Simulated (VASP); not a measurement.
# MnO2 (P-3m1) in VASP: a series of runs, part 2 of 2

VASP 6.6.1. The steps go on from the part before.

**4. Single point, PBE, collinear spin, ferromagnetic start**

Input file INCAR:

```
ALGO = Normal ; EDIFF = 1E-6
ENCUT = 520 ; GGA = PE
ISIF = 2 ; ISMEAR = 0
ISPIN = 2 ; LASPH = True
LCHARG = False ; LMAXMIX = 4
LORBIT = 11 ; LREAL = False
LWAVE = False ; MAGMOM = 3 0 0
NBANDS = 24 ; NELM = 150
PREC = Accurate ; SIGMA = 0.05
```

Input file KPOINTS:

```
k-points
0
Gamma
  14 14 6
```

Input file POSCAR:

```
MnO2
1.0
    2.8768068094      0.0000000000      0.0000000000
   -1.4384034047      2.4913877787      0.0000000000
    0.0000000000      0.0000000000      5.4464523635
Mn O
1 2
Direct
    0.0000000000      0.0000000000      0.0000000000
    0.3333333333      0.6666666667      0.1753671606
    0.6666666667      0.3333333333      0.8246328394
```

Potentials or basis: VASP PAW PBE potentials, release 64 (Mn_pv, O).

The run is started by

```sh
> cat potpaw_PBE.64/Mn_pv/POTCAR potpaw_PBE.64/O/POTCAR > POTCAR
> mpirun -np 1 vasp_std > vasp.out
```

OUTCAR:

```text
EDIFF = 1E-6
   ENCUT = 520
   GGA = PE
   ISIF = 2
   ISMEAR = 0
   ISPIN = 2
   LASPH = True
   LORBIT = 11
   LREAL = False
   NELM = 150
   PREC = Accurate

 ion  position               nearest neighbor table
   1  0.000  0.000  0.000-   2 1.92   3 1.92   2 1.92   3 1.92   3 1.92   2 1.92
   2  0.333  0.667  0.175-   1 1.92   1 1.92   1 1.92
   3  0.667  0.333  0.825-   1 1.92   1 1.92   1 1.92

  LATTYP: Found a hexagonal cell.
 ALAT       =     2.8768068094
 C/A-ratio  =     1.8932284037

  Lattice vectors:

 A1 = (   2.8768068094,   0.0000000000,   0.0000000000)
 A2 = (  -1.4384034047,   2.4913877787,   0.0000000000)
 A3 = (   0.0000000000,   0.0000000000,   5.4464523635)

Analysis of symmetry for initial positions (statically):
=====================================================================
 Subroutine PRICEL returns:
 Original cell was already a primitive cell.

 Routine SETGRP: Setting up the symmetry group for a
 hexagonal supercell.

 Subroutine GETGRP returns: Found 12 space group operations
 (whereof 12 operations were pure point group operations)
 out of a pool of 24 trial point group operations.

The static configuration has the point symmetry D_3d.

Analysis of symmetry for dynamics (positions and initial velocities):
=====================================================================
 Subroutine PRICEL returns:
 Original cell was already a primitive cell.

 Routine SETGRP: Setting up the symmetry group for a
 hexagonal supercell.

 Subroutine GETGRP returns: Found 12 space group operations
 (whereof 12 operations were pure point group operations)
 out of a pool of 24 trial point group operations.

The dynamic configuration has the point symmetry D_3d.

Analysis of structural, dynamic, and magnetic symmetry:
=====================================================================
 Subroutine PRICEL returns:
[... 155 lines left out ...]
  ---------------------------------------------------
  free energy    TOTEN  =       -23.84680937 eV

  energy without entropy =      -23.84680937  energy(sigma->0) =      -23.84680937

 E-fermi :   1.6665     XC(G=0):  -9.5288

 val. band max:        1.2921201541   @ k =   0.0714   0.0714   0.5000
 cond. band min:       2.2831533895   @ k =   0.0000   0.0000   0.5000
 fundamental gap:      0.9910332354
 Fermi energy:         1.6664842071

 spin component 1

 k-point     1 :       0.0000    0.0000    0.0000
  band No.  band energies     occupation
      1     -48.8950      1.00000
      2     -48.8950      1.00000
      3     -48.8902      1.00000
      4     -17.9679      1.00000
      5     -15.8573      1.00000
      6      -4.4800      1.00000
[... 637 lines left out ...]
     23      18.1718      0.00000
     24      21.9486      0.00000

 [... further k-points ...]

 spin component 2

 k-point     1 :       0.0000    0.0000    0.0000
  band No.  band energies     occupation
      1     -45.8165      1.00000
      2     -45.8165      1.00000
      3     -45.6441      1.00000
      4     -17.8297      1.00000
      5     -15.7620      1.00000
      6      -3.5603      1.00000
[... 637 lines left out ...]
     23      18.7103      0.00000
     24      22.1533      0.00000

 [... further k-points ...]

------------------------ aborting loop because EDIFF is reached ----------------------------------------

  FORCE on cell =-STRESS in cart. coord.  units (eV):
  Direction    XX          YY          ZZ          XY          YZ          ZX
  --------------------------------------------------------------------------------------
  -------------------------------------------------------------------------------------
  Total        0.2259169      0.2259169      0.1032310      0.0000000      0.0000000     -0.0000000
  in kB        9.2724283      9.2724283      4.2369659      0.0000000      0.0000000     -0.0000000
  external PRESSURE =       7.5939408 kB  Pullay stress =       0.0000000 kB

 VOLUME and BASIS-vectors are now :
 -----------------------------------------------------------------------------
  energy-cutoff  :      520.00
  volume of cell :       39.04
      direct lattice vectors                 reciprocal lattice vectors
     2.876806809  0.000000000  0.000000000     0.347607631  0.200691359  0.000000000
    -1.438403405  2.491387779  0.000000000     0.000000000  0.401382719  0.000000000
     0.000000000  0.000000000  5.446452363     0.000000000  0.000000000  0.183605755

 POSITION                                       TOTAL-FORCE (eV/Angst)
 -----------------------------------------------------------------------------------
      0.00000      0.00000      0.00000         0.000000      0.000000      0.000000
     -0.00000      1.66093      0.95513        -0.000000      0.000000      0.086296
      1.43840      0.83046      4.49132         0.000000      0.000000     -0.086296
 -----------------------------------------------------------------------------------
    total drift:                                0.000000      0.000000     -0.000000

  FREE ENERGIE OF THE ION-ELECTRON SYSTEM (eV)
  ---------------------------------------------------
  free  energy   TOTEN  =       -23.8468093665 eV

  energy  without entropy=      -23.8468093665  energy(sigma->0) =      -23.84680937

 total charge

# of ion       s       p       d       tot
------------------------------------------
    1        0.348   6.450   4.901  11.698
    2        1.582   3.404   0.000   4.986
    3        1.582   3.404   0.000   4.986
--------------------------------------------------
tot          3.511  13.258   4.901  21.670

 magnetization (x)

# of ion       s       p       d       tot
------------------------------------------
    1        0.031   0.039   2.784   2.854
    2        0.004   0.031   0.000   0.035
    3        0.004   0.031   0.000   0.035
--------------------------------------------------
tot          0.038   0.101   2.784   2.923
```

OSZICAR:

```text
N       E                     dE             d eps       ncg     rms          rms(c)
DAV:   1     0.247679996873E+03    0.24768E+03   -0.14048E+04 12328   0.115E+03
DAV:   2    -0.161673288783E+02   -0.26385E+03   -0.24779E+03 13552   0.351E+02
DAV:   3    -0.313624185770E+02   -0.15195E+02   -0.15107E+02 14440   0.914E+01
DAV:   4    -0.315151888252E+02   -0.15277E+00   -0.15275E+00 13904   0.978E+00
DAV:   5    -0.315173274851E+02   -0.21387E-02   -0.21386E-02 15048   0.109E+00    0.297E+01
DAV:   6    -0.307132407338E+02    0.80409E+00   -0.99969E+01 15600   0.756E+01    0.424E+01
DAV:   7    -0.249106157652E+02    0.58026E+01   -0.10353E+02 14544   0.757E+01    0.138E+01
DAV:   8    -0.239234125926E+02    0.98720E+00   -0.33930E+00 13632   0.162E+01    0.493E+00
DAV:   9    -0.238395286657E+02    0.83884E-01   -0.68153E-01 16312   0.724E+00    0.212E+00
DAV:  10    -0.238478272393E+02   -0.82986E-02   -0.73087E-02 12944   0.177E+00    0.110E+00
DAV:  11    -0.238467247255E+02    0.11025E-02   -0.54291E-03 14584   0.508E-01    0.450E-01
DAV:  12    -0.238469335619E+02   -0.20884E-03   -0.46641E-04 12728   0.207E-01    0.184E-01
DAV:  13    -0.238467901935E+02    0.14337E-03   -0.88668E-04 14232   0.316E-01    0.443E-02
DAV:  14    -0.238468055945E+02   -0.15401E-04   -0.78137E-05 13096   0.751E-02    0.184E-02
DAV:  15    -0.238468093467E+02   -0.37522E-05   -0.11043E-05 14536   0.250E-02    0.116E-02
DAV:  16    -0.238468093665E+02   -0.19748E-07   -0.17486E-06 11512   0.141E-02
   1 F= -.23846809E+02 E0= -.23846809E+02  d E =-.364547E-28  mag=     3.0000
```

stdout:

```text
POSCAR found type information on POSCAR MnO
 POSCAR found :  2 types and       3 ions
 scaLAPACK will be used
 LDA part: xc-table for (Slater+PW92), standard interpolation
 POSCAR, INCAR and KPOINTS ok, starting setup
 FFT: planning ... GRIDC
 FFT: planning ... GRID_SOFT
 FFT: planning ... GRID
 WAVECAR not read
 entering main loop
```

Run time: 4.8 min. Hardware: 1 thread of Oxide Virtual Turin-like, shared host; peak memory 0.26 GiB.

Results:

- Free energy: -23.8468 eV
- Pressure: 0.8 GPa
- Largest force: 0.086 eV/Å
- Band gap on the k mesh: 0.99 eV, indirect (least direct gap 1.05 eV)
- Net moment: 3.00 μB per cell
- Site moments: Mn +2.85; O +0.04 μB
- Valence electrons inside the program's atomic spheres: Mn 11.70; O 4.99

Forces on the atoms (eV/Å):
```
Mn   0.000  0.000  0.000
O    0.000  0.000  0.086
O    0.000  0.000 -0.086
```

Levels at points of the mesh, in eV from the valence-band top:
Spin up:
| k point | band 11 | band 12 | band 13 | band 14 | band 15 | band 16 | band 17 | band 18 |
| --- | --- | --- | --- | --- | --- | --- | --- | --- |
| (0.00, 0.00, 0.00) | -1.39 | -1.23 | -1.23 | -0.19 | 2.97 | 2.97 | 6.70 | 10.27 |
| (0.50, 0.00, 0.00) | -1.96 | -1.74 | -1.66 | -0.91 | 2.22 | 2.82 | 11.57 | 12.44 |
| (0.00, 0.00, 0.50) | -1.84 | -1.23 | -1.23 | -0.05 | 2.97 | 2.97 | 8.28 | 8.76 |
| (0.50, 0.00, 0.50) | -1.81 | -1.74 | -1.67 | -0.95 | 2.21 | 2.81 | 11.11 | 12.51 |
Spin down:
| k point | band 9 | band 10 | band 11 | band 12 | band 13 | band 14 |
| --- | --- | --- | --- | --- | --- | --- |
| (0.00, 0.00, 0.00) | -1.24 | -1.18 | -1.18 | 0.99 | 0.99 | 2.56 |
| (0.50, 0.00, 0.00) | -2.85 | -2.57 | -1.79 | 1.28 | 1.72 | 2.02 |
| (0.00, 0.00, 0.50) | -1.71 | -1.18 | -1.18 | 0.99 | 0.99 | 2.63 |
| (0.50, 0.00, 0.50) | -2.82 | -2.56 | -1.64 | 1.26 | 1.72 | 2.02 |

Caveat: a cell with one magnetic atom can't hold antiferromagnetic order, which such compounds often take.

**5. Summary**

```tsv
level	smearing	gap on the mesh (eV)	pressure (GPa)	moment (μB)	largest force (eV/Å)
RPBE	tetrahedron	1.11	4.7	3.00	0.39
revPBE	gaussian 0.05 eV	1.08	3.8	3.00	0.30
PBE	gaussian 0.05 eV	0.99	0.8	3.00	0.09
```

Alike in all rows: task single point; potentials or basis VASP PAW PBE potentials, release 64 (Mn_pv, O); spin collinear, ferromagnetic start; cell as given; k mesh 14 × 14 × 6; cutoff (eV) 520.

On the cell as given the gap runs from 0.99 eV (PBE) to 1.11 eV (RPBE). The pressure there spans 0.8 GPa (PBE) to 4.7 GPa (RPBE); a positive pressure means that this level wants a larger cell, a negative one a smaller.

Caveats: a cell with one magnetic atom can't hold antiferromagnetic order, which such compounds often take; the PAW data sets were made with another functional, which shifts forces and pressure a little (some runs).

Absolute energies hang on the potentials; compare differences alone.
